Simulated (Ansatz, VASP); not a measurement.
# TiCo: VASP beside Ansatz

INCAR

```
PREC     = Accurate       # precision mode
ENCUT    = 520            # plane-wave cutoff, eV
EDIFF    = 1E-7           # SCF threshold, eV
ISMEAR   = -1             # smearing method
SIGMA    = 0.05           # smearing width, eV
LREAL    = False          # projectors in reciprocal space
LASPH    = True           # aspherical terms in the spheres
NELM     = 150            # most SCF steps
ALGO     = Normal         # electronic algorithm
ISIF     = 2              # what is computed and relaxed
LWAVE    = False          # write WAVECAR
LCHARG   = False          # write CHGCAR
ISPIN    = 2              # spin polarisation
MAGMOM   = 2 1            # initial moments
LORBIT   = 11             # projections on sites
LMAXMIX  = 4              # l up to which the mixer works
GGA      = PS             # functional
NBANDS   = 22             # bands
```

KPOINTS

```
Automatic mesh
0
Gamma
  9 9 9
```

Contents of POSCAR:

```
TiCo
1.0
    2.9660693728      0.0000000000      0.0000000000
    0.0000000000      2.9660693728      0.0000000000
    0.0000000000      0.0000000000      2.9660693728
Co Ti
1 1
Direct
    0.5000000000      0.5000000000      0.5000000000
    0.0000000000      0.0000000000      0.0000000000
```

Contents of input.yaml:

```yaml
crystal:
  lattice:
    - [2.9660693728, 0.0, 0.0]
    - [0.0, 2.9660693728, 0.0]
    - [0.0, 0.0, 2.9660693728]
  atoms:
    - { symbol: Co, position: [0.5, 0.5, 0.5], spin: 2.0 }
    - { symbol: Ti, position: [0.0, 0.0, 0.0], spin: 1.0 }
hamiltonian:
  xc: pbesol
  pseudopotentials: { kind: paw }
magnetization:
  spin_polarized: true
kpoints:
  mp_grid: { grid: [9, 9, 9] }
scf:
  occupations: { method: fermi_dirac, width: 0.05 }
output:
  forces: true
  stress: true
  eigenvalues: true
```

Alike in both runs: task single point; functional PBEsol; k mesh 9 × 9 × 9; occupations fermi-dirac, width 0.05 eV; collinear spin.

|  | VASP | Ansatz |
| --- | --- | --- |
| version | VASP 6.6.1 | Ansatz 0.2.0 |
| potentials or method | VASP PAW PBE potentials, release 64 (Co, Ti_sv) | Ansatz PAW |
| plane-wave cutoff (eV) | 520 | 420 |
| valence electrons in the cell | 21 | 29 |

|  | VASP | Ansatz | Ansatz less VASP |
| --- | --- | --- | --- |
| gap on the k mesh at the Fermi level (eV) | none | none | - |
| pressure (GPa) | -5.5 | -5.0 | +0.53 |
| net moment per atom (μB) | 0.31 | 0.33 | +0.020 |
| size of the moment on the site where the two differ most (μB) | 0.69 | 0.74 | +0.051 |

VASP's potentials were made for PBE, not for PBEsol. Site moments also hang on the region over which each program counts them. A gap of «none» marks a metal or a gap that the smearing closes. VASP's potentials hold 21 valence electrons a cell and Ansatz's 29, so a difference there can come from the potentials and not from the codes.
